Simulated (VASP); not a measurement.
# Rh (P6_3/mmc) in VASP: further runs

Rh is run at these levels: PBE; tasks: single point.

Everything below comes from runs of VASP 6.6.1. Logs are shortened: lines on timing, memory, paths and dates and some standing lists are left out, and cuts for length are marked.

### 1 The cell of the first run

Symmetry: P6_3/mmc, No. 194, hexagonal system. The conventional cell has a = 2.725 Å, b = 2.725 Å, c = 4.385 Å, α = 90.00°, β = 90.00°, γ = 120.00°. Within 3.6 Å of Rh (site symmetry -6m2) lie 12 Rh at 2.70 to 2.72 Å.

This isn't the form of Rh at room conditions, which is fcc.

### 2 Single point, PBE, collinear spin, ferromagnetic start (14.10 Å³/atom)

File INCAR:

```
ALGO = Normal ; EDIFF = 1E-6
ENCUT = 500 ; GGA = PE
GGA_COMPAT = F ; ISIF = 2
ISMEAR = 0 ; ISPIN = 2
LASPH = T ; LCHARG = F
LMAXMIX = 4 ; LORBIT = 11
LREAL = F ; LWAVE = F
MAGMOM = 0.875 0.875 ; NBANDS = 26
NELM = 200 ; NUPDOWN = 1.75
PREC = Accurate ; SIGMA = 0.15
```

File KPOINTS:

```
k-points
0
Gamma
  21 21 12
```

File POSCAR:

```
Rh
1.0
    2.7248648789      0.0000000000      0.0000000000
   -1.3624324395      2.3598022070      0.0000000000
    0.0000000000      0.0000000000      4.3851186793
Rh
2
Direct
    0.6666666667      0.3333333333      0.7500000000
    0.3333333333      0.6666666667      0.2500000000
```

Potentials or basis: VASP PAW PBE potentials, release 64 (Rh_pv).

On the command line:

```
cat potpaw_PBE.64/Rh_pv/POTCAR > POTCAR
mpirun -np 1 vasp_std > vasp.out
```

OUTCAR:

```text
EDIFF = 1E-6
   ENCUT = 500
   GGA = PE
   ISIF = 2
   ISMEAR = 0
   ISPIN = 2
   LASPH = T
   LORBIT = 11
   LREAL = F
   NELM = 200
   NUPDOWN = 1.75
   PREC = Accurate

 ion  position               nearest neighbor table
   1  0.667  0.333  0.750-   2 2.70   2 2.70   2 2.70   2 2.70   2 2.70   2 2.70
   2  0.333  0.667  0.250-   1 2.70   1 2.70   1 2.70   1 2.70   1 2.70   1 2.70

  LATTYP: Found a hexagonal cell.
 ALAT       =     2.7248648789
 C/A-ratio  =     1.6092976622

  Lattice vectors:

 A1 = (   2.7248648789,   0.0000000000,   0.0000000000)
 A2 = (  -1.3624324395,   2.3598022070,   0.0000000000)
 A3 = (   0.0000000000,   0.0000000000,   4.3851186793)

Analysis of symmetry for initial positions (statically):
=====================================================================
 Subroutine PRICEL returns:
 Original cell was already a primitive cell.

 Routine SETGRP: Setting up the symmetry group for a
 hexagonal supercell.

 Subroutine GETGRP returns: Found 24 space group operations
 (whereof 12 operations were pure point group operations)
 out of a pool of 24 trial point group operations.

The static configuration has the point symmetry D_3d.
 The point group associated with its full space group is D_6h.

Analysis of symmetry for dynamics (positions and initial velocities):
=====================================================================
 Subroutine PRICEL returns:
 Original cell was already a primitive cell.

 Routine SETGRP: Setting up the symmetry group for a
 hexagonal supercell.

 Subroutine GETGRP returns: Found 24 space group operations
 (whereof 12 operations were pure point group operations)
 out of a pool of 24 trial point group operations.

The dynamic configuration has the point symmetry D_3d.
 The point group associated with its full space group is D_6h.

Analysis of structural, dynamic, and magnetic symmetry:
=====================================================================
 Subroutine PRICEL returns:
 Original cell was already a primitive cell.

 Routine SETGRP: Setting up the symmetry group for a
 hexagonal supercell.

 Subroutine GETGRP returns: Found 24 space group operations
 (whereof 12 operations were pure point group operations)
 out of a pool of 24 trial point group operations.

The overall configuration has the point symmetry D_3d.
 The point group associated with its full space group is D_6h.

 Subroutine INISYM returns: Found 24 space group operations
 (whereof 12 operations are pure point group operations),
 and found     1 'primitive' translations

----------------------------------------------------------------------------------------

                                     Primitive cell

  volume of cell :      28.1969

  direct lattice vectors                    reciprocal lattice vectors
     2.724864879  0.000000000  0.000000000     0.366990675  0.211882165  0.000000000
    -1.362432440  2.359802207  0.000000000     0.000000000  0.423764329  0.000000000
     0.000000000  0.000000000  4.385118679     0.000000000  0.000000000  0.228043999

  length of vectors
     2.724864879  2.724864879  4.385118679     0.423764330  0.423764329  0.228043999

  position of ions in fractional coordinates (direct lattice)
     0.666666667  0.333333333  0.750000000
     0.333333333  0.666666667  0.250000000

  ion indices of the primitive-cell ions
   primitive index   ion index
                 1           1
                 2           2

----------------------------------------------------------------------------------------

 KPOINTS: k-points

Automatic generation of k-mesh.
 Grid dimensions read from file:
 generate k-points for:   21   21   12

 Generating k-lattice:

  Cartesian coordinates                     Fractional coordinates (reciprocal lattice)
     0.017475746  0.010089627  0.000000000     0.047619048  0.000000000  0.000000000
     0.000000000  0.020179254  0.000000000     0.000000000  0.047619048  0.000000000
     0.000000000  0.000000000  0.019003667     0.000000000  0.000000000  0.083333333

  Length of vectors
     0.020179254  0.020179254  0.019003667

  Shift w.r.t. Gamma in fractional coordinates (k-lattice)
     0.000000000  0.000000000  0.000000000

 Subroutine IBZKPT returns following result:
 ===========================================

 Found    336 irreducible k-points:

 Following reciprocal coordinates:
            Coordinates               Weight
  0.000000  0.000000  0.000000      1.000000
  0.047619  0.000000  0.000000      6.000000
  0.095238  0.000000  0.000000      6.000000
  0.142857  0.000000  0.000000      6.000000
  0.190476  0.000000  0.000000      6.000000
  0.238095  0.000000  0.000000      6.000000
[... 16 lines left out ...]
  0.142857  0.095238  0.000000     12.000000
  0.190476  0.095238  0.000000     12.000000
 [... further k-points ...]
   k-points           NKPTS =    336   k-points in BZ     NKDIM =    336   number of bands    NBANDS=     26
   number of dos      NEDOS =    301   number of ions     NIONS =      2
   total plane-waves  NPLWV =  12800
   dimension x,y,z NGX =    20 NGY =   20 NGZ =   32
   dimension x,y,z NGXF=    40 NGYF=   40 NGZF=   64
   ions per type =               2
   NGX,Y,Z   is equivalent  to a cutoff of  12.20, 12.20, 12.13 a.u.
   NGXF,Y,Z  is equivalent  to a cutoff of  24.40, 24.40, 24.26 a.u.
 SYSTEM =  unknown system
   PREC   = accura    normal or accurate (medium, high low for compatibility)
   ISTART =      0    job   : 0-new  1-cont  2-samecut
   ICHARG =      2    charge: 1-file 2-atom 10-const
   ISPIN  =      2    spin polarized calculation?
   LNONCOLLINEAR =      F non collinear calculations
   LSORBIT =      F    spin-orbit coupling
   LASPH  =      T    aspherical Exc in radial PAW
   ENCUT  =  500.0 eV  36.75 Ry    6.06 a.u.   4.97  4.97  8.00*2*pi/ulx,y,z
   NELM   =    200;   NELMIN=  2; NELMDL= -5     # of ELM steps
   EDIFF  = 0.1E-05   stopping-criterion for ELM
   LREAL  =      F    real-space projection
[... 7 lines left out ...]
   TEBEG  =    0.0;   TEEND  =   0.0 temperature during run
   PSTRESS=    0.0 pullay stress
   NELECT =      30.0000    total number of electrons
   NUPDOWN=       1.7500    fix difference up-down
   EMIN   =  10.00;   EMAX   =-10.00  energy-range for DOS
   EFERMI =   0.00;   METHOD = LEGACY
   ISMEAR =     0;   SIGMA  =   0.15  broadening in eV -4-tet -1-fermi 0-gaus
   EFERMI_NEDOS =   21; number of points for ismear=-14 and -15
   IALGO  =     38    algorithm
   IMIX   =      4    mixing-type and parameters
     AMIX     =   0.40;   BMIX     =  1.00
     AMIX_MAG =   1.60;   BMIX_MAG =  1.00
  volume/ion in A,a.u.               =      14.10        95.14
  Fermi-wavevector in a.u.,A,eV,Ry     =   1.671275  3.158252 38.003255  2.793160
  Thomas-Fermi vector in A             =   2.756626
   LORBIT       =     11    0 simple, 1 ext, 2 COOP (PROOUT), +10 PAW based schemes
   GGA     = PE    functional components
   LHFCALC =     F    Hartree Fock is set to
   AEXX    =    0.0000 exact exchange contribution
   IVDW    =     0    specifies the selected vdW correction
   LEPSILON=     F    determine dielectric tensor
   LRPA    =     F    only Hartree local field effects (RPA)
 spin polarized calculation
 Gauss-broadening in eV      SIGMA  =   0.15
  energy-cutoff  :      500.00
  volume of cell :       28.20
 maximum number of plane-waves:       744
 NGX is ok and might be reduce to    20
   NGX =  9   NGY =  9   NGZ = 15

 number of electron      30.0000018 magnetization       1.7500001

 Free energy of the ion-electron system (eV)
  ---------------------------------------------------
  ext. energy  EPLUGINS =         0.00000000
  ---------------------------------------------------
  free energy    TOTEN  =       -14.30269446 eV

  energy without entropy =      -14.26418336  energy(sigma->0) =      -14.28343891

 E-fermi :  11.2358     XC(G=0): -13.8608

 val. band max:       11.6412141363   @ k =   0.2857   0.1429   0.0000
 cond. band min:      11.2381874108   @ k =   0.0000   0.0000   0.4167
 fundamental gap:     -0.4030267255
 Fermi energy:        11.6440079973

 spin component 1

 k-point     1 :       0.0000    0.0000    0.0000
  band No.  band energies     occupation
      1     -35.8632      1.00000
      2     -35.2761      1.00000
      3     -35.2761      1.00000
      4     -35.1753      1.00000
      5     -35.1753      1.00000
      6     -35.1729      1.00000
[... 18 lines left out ...]
     25      33.7625      0.00000
     26      33.7625      0.00000
[... 644 lines left out ...]
      4     -35.3388      1.00000
      5     -35.2326      1.00000
      6     -35.2314      1.00000
[... 18 lines left out ...]
     25      31.6244      0.00000
     26      31.6523      0.00000

 [... further k-points ...]

 spin component 2

 k-point     1 :       0.0000    0.0000    0.0000
  band No.  band energies     occupation
      1     -35.1377      1.00000
      2     -34.5554      1.00000
      3     -34.5554      1.00000
      4     -34.4530      1.00000
      5     -34.4530      1.00000
      6     -34.4323      1.00000
[... 18 lines left out ...]
     25      33.9994      0.00000
     26      33.9994      0.00000
[... 644 lines left out ...]
      4     -34.6194      1.00000
      5     -34.5112      1.00000
      6     -34.4919      1.00000
[... 18 lines left out ...]
     25      32.7442      0.00000
     26      33.2193      0.00000

 [... further k-points ...]

------------------------ aborting loop because EDIFF is reached ----------------------------------------

  FORCE on cell =-STRESS in cart. coord.  units (eV):
  Direction    XX          YY          ZZ          XY          YZ          ZX
  --------------------------------------------------------------------------------------
  -------------------------------------------------------------------------------------
  Total        0.7988645      0.7988645      0.8669487     -0.0000000      0.0000000     -0.0000000
  in kB       45.3922557     45.3922557     49.2608692     -0.0000000      0.0000000     -0.0000000
  external PRESSURE =      46.6817936 kB  Pullay stress =       0.0000000 kB

 VOLUME and BASIS-vectors are now :
 -----------------------------------------------------------------------------
  energy-cutoff  :      500.00
  volume of cell :       28.20
      direct lattice vectors                 reciprocal lattice vectors
     2.724864879  0.000000000  0.000000000     0.366990675  0.211882165  0.000000000
    -1.362432440  2.359802207  0.000000000     0.000000000  0.423764329  0.000000000
     0.000000000  0.000000000  4.385118679     0.000000000  0.000000000  0.228043999

 POSITION                                       TOTAL-FORCE (eV/Angst)
 -----------------------------------------------------------------------------------
      1.36243      0.78660      3.28884         0.000000     -0.000000      0.000000
     -0.00000      1.57320      1.09628        -0.000000      0.000000      0.000000
 -----------------------------------------------------------------------------------
    total drift:                               -0.000000      0.000000     -0.000000

  FREE ENERGIE OF THE ION-ELECTRON SYSTEM (eV)
  ---------------------------------------------------
  free  energy   TOTEN  =       -14.3026944649 eV

  energy  without entropy=      -14.2641833589  energy(sigma->0) =      -14.28343891

 total charge

# of ion       s       p       d       tot
------------------------------------------
    1        0.400   6.283   7.065  13.749
    2        0.400   6.283   7.065  13.749
--------------------------------------------------
tot          0.800  12.567  14.131  27.497

 magnetization (x)

# of ion       s       p       d       tot
------------------------------------------
    1       -0.001  -0.002   0.878   0.874
    2       -0.001  -0.002   0.878   0.874
--------------------------------------------------
tot         -0.003  -0.004   1.755   1.749
```

It took 2.1 min on 1 thread of Intel Xeon 6975P-C (Granite Rapids), shared host; peak memory 0.39 GiB.

What came out:

- Free energy: -14.3027 eV
- Pressure: 4.7 GPa
- Net moment: 1.75 μB per cell
- Site moments: Rh +0.87 μB
- Valence electrons inside the program's atomic spheres: Rh 13.75

Stress tensor (GPa, compression positive):
```
4.54 0.00 0.00
0.00 4.54 0.00
0.00 0.00 4.93
```

Caveat: the cell stands under pressure; the total moment is fixed, so each spin has its own Fermi level and the state may be an excited one.

### 3 Single point, PBE, collinear spin, ferromagnetic start (14.94 Å³/atom)

This run uses another cell than the first one, of 14.94 Å³/atom.

File INCAR:

```
ALGO     = Normal         # electronic algorithm
EDIFF    = 1E-6           # SCF threshold, eV
ENCUT    = 500            # plane-wave cutoff, eV
GGA      = PE             # functional
GGA_COMPAT= False        
ISIF     = 2              # what is computed and relaxed
ISMEAR   = 0              # smearing method
ISPIN    = 2              # spin polarisation
LASPH    = True           # aspherical terms in the spheres
LCHARG   = False          # write CHGCAR
LMAXMIX  = 4              # l up to which the mixer works
LORBIT   = 11             # projections on sites
LREAL    = False          # projectors in reciprocal space
LWAVE    = False          # write WAVECAR
MAGMOM   = 0.375 0.375    # initial moments
NBANDS   = 26             # bands
NELM     = 200            # most SCF steps
NUPDOWN  = 0.75           # fixed moment
PREC     = Accurate       # precision mode
SIGMA    = 0.15           # smearing width, eV
```

KPOINTS is that of step 2.

File POSCAR:

```
Rh
1.0
    2.7782838484      0.0000000000      0.0000000000
   -1.3891419242      2.4060643917      0.0000000000
    0.0000000000      0.0000000000      4.4710857021
Rh
2
Direct
    0.6666666667      0.3333333333      0.7500000000
    0.3333333333      0.6666666667      0.2500000000
```

Potentials or basis: VASP PAW PBE potentials, release 64 (Rh_pv).

On the command line:

```
cat potpaw_PBE.64/Rh_pv/POTCAR > POTCAR
mpirun -np 1 vasp_std > vasp.out
```

OUTCAR:

```text
EDIFF = 1E-6
   ENCUT = 500
   GGA = PE
   ISIF = 2
   ISMEAR = 0
   ISPIN = 2
   LASPH = True
   LORBIT = 11
   LREAL = False
   NELM = 200
   NUPDOWN = 0.75
   PREC = Accurate

 ion  position               nearest neighbor table
   1  0.667  0.333  0.750-   2 2.75   2 2.75   2 2.75   2 2.75   2 2.75   2 2.75
   2  0.333  0.667  0.250-   1 2.75   1 2.75   1 2.75   1 2.75   1 2.75   1 2.75

  LATTYP: Found a hexagonal cell.
 ALAT       =     2.7782838484
 C/A-ratio  =     1.6092976622

  Lattice vectors:

 A1 = (   2.7782838484,   0.0000000000,   0.0000000000)
 A2 = (  -1.3891419242,   2.4060643917,   0.0000000000)
 A3 = (   0.0000000000,   0.0000000000,   4.4710857021)

Analysis of symmetry for initial positions (statically):
=====================================================================
 Subroutine PRICEL returns:
 Original cell was already a primitive cell.

 Routine SETGRP: Setting up the symmetry group for a
 hexagonal supercell.

[... 896 lines left out ...]
      3     -35.6966      1.00000
      4     -35.6143      1.00000
      5     -35.6126      1.00000
      6     -35.6126      1.00000
[... 685 lines left out ...]
     25      31.5019      0.00000
     26      31.5370      0.00000

 [... further k-points ...]

------------------------ aborting loop because EDIFF is reached ----------------------------------------

  FORCE on cell =-STRESS in cart. coord.  units (eV):
  Direction    XX          YY          ZZ          XY          YZ          ZX
  --------------------------------------------------------------------------------------
  -------------------------------------------------------------------------------------
  Total       -2.1947008     -2.1947008     -2.2345860      0.0000000     -0.0000000      0.0000000
  in kB     -117.6492180   -117.6492180   -119.7873056      0.0000000     -0.0000000      0.0000000
  external PRESSURE =    -118.3619138 kB  Pullay stress =       0.0000000 kB

 VOLUME and BASIS-vectors are now :
 -----------------------------------------------------------------------------
  energy-cutoff  :      500.00
  volume of cell :       29.89
      direct lattice vectors                 reciprocal lattice vectors
     2.778283848  0.000000000  0.000000000     0.359934425  0.207808237  0.000000000
    -1.389141924  2.406064392  0.000000000     0.000000000  0.415616475  0.000000000
     0.000000000  0.000000000  4.471085702     0.000000000  0.000000000  0.223659323

 POSITION                                       TOTAL-FORCE (eV/Angst)
 -----------------------------------------------------------------------------------
      1.38914      0.80202      3.35331        -0.000000      0.000000      0.000000
     -0.00000      1.60404      1.11777         0.000000     -0.000000      0.000000
 -----------------------------------------------------------------------------------
    total drift:                               -0.000000      0.000000     -0.000000

  FREE ENERGIE OF THE ION-ELECTRON SYSTEM (eV)
  ---------------------------------------------------
  free  energy   TOTEN  =       -14.3722962818 eV

  energy  without entropy=      -14.3274095807  energy(sigma->0) =      -14.34985293

 total charge

# of ion       s       p       d       tot
------------------------------------------
    1        0.376   6.250   7.024  13.651
    2        0.376   6.250   7.024  13.651
--------------------------------------------------
tot          0.752  12.501  14.049  27.302

 magnetization (x)

# of ion       s       p       d       tot
------------------------------------------
    1       -0.001  -0.002   0.381   0.378
    2       -0.001  -0.002   0.381   0.378
--------------------------------------------------
tot         -0.002  -0.004   0.762   0.756
```

OSZICAR:

```text
N       E                     dE             d eps       ncg     rms          rms(c)
DAV:   1     0.328515722396E+03    0.32852E+03   -0.17583E+04 35112   0.126E+03
DAV:   2    -0.695616185993E+01   -0.33547E+03   -0.32135E+03 36224   0.411E+02
DAV:   3    -0.152852041322E+02   -0.83290E+01   -0.82541E+01 39906   0.719E+01
DAV:   4    -0.153397475007E+02   -0.54543E-01   -0.54526E-01 39376   0.585E+00
DAV:   5    -0.153405274111E+02   -0.77991E-03   -0.77978E-03 41660   0.726E-01    0.119E+01
DAV:   6    -0.143944549522E+02    0.94607E+00   -0.17855E+00 37264   0.137E+01    0.399E+00
DAV:   7    -0.143771824386E+02    0.17273E-01   -0.61179E-02 42196   0.151E+00    0.203E+00
DAV:   8    -0.143705857966E+02    0.65966E-02   -0.81135E-03 38522   0.839E-01    0.539E-01
DAV:   9    -0.143723280211E+02   -0.17422E-02   -0.62036E-04 43014   0.257E-01    0.924E-02
DAV:  10    -0.143722977408E+02    0.30280E-04   -0.51587E-05 38990   0.628E-02    0.183E-02
DAV:  11    -0.143722950462E+02    0.26946E-05   -0.35878E-06 39442   0.178E-02    0.112E-02
DAV:  12    -0.143722962923E+02   -0.12462E-05   -0.12703E-06 29722   0.104E-02    0.127E-03
DAV:  13    -0.143722962818E+02    0.10515E-07   -0.78075E-08 21804   0.264E-03
   1 F= -.14372296E+02 E0= -.14349853E+02  d E =-.448867E-01  mag=     0.7500
```

stdout:

```text
POSCAR found type information on POSCAR Rh
 POSCAR found :  1 types and       2 ions
 scaLAPACK will be used
 LDA part: xc-table for (Slater+PW92), standard interpolation
 POSCAR, INCAR and KPOINTS ok, starting setup
 FFT: planning ... GRIDC
 FFT: planning ... GRID_SOFT
 FFT: planning ... GRID
 WAVECAR not read
 entering main loop
```

Wall time 3.6 min (1 thread of Intel Xeon Platinum 8488C (Sapphire Rapids), shared host); peak memory 0.4 GiB.

Results:

| Item | Value |
| --- | --- |
| Free energy | -14.3723 eV |
| Pressure | -11.8 GPa |
| Net moment | 0.75 μB per cell |
| Site moments | Rh +0.38 μB |
| Valence electrons inside the program's atomic spheres | Rh 13.65 |

Caveat: the cell stands under tension; the total moment is fixed, so each spin has its own Fermi level and the state may be an excited one.
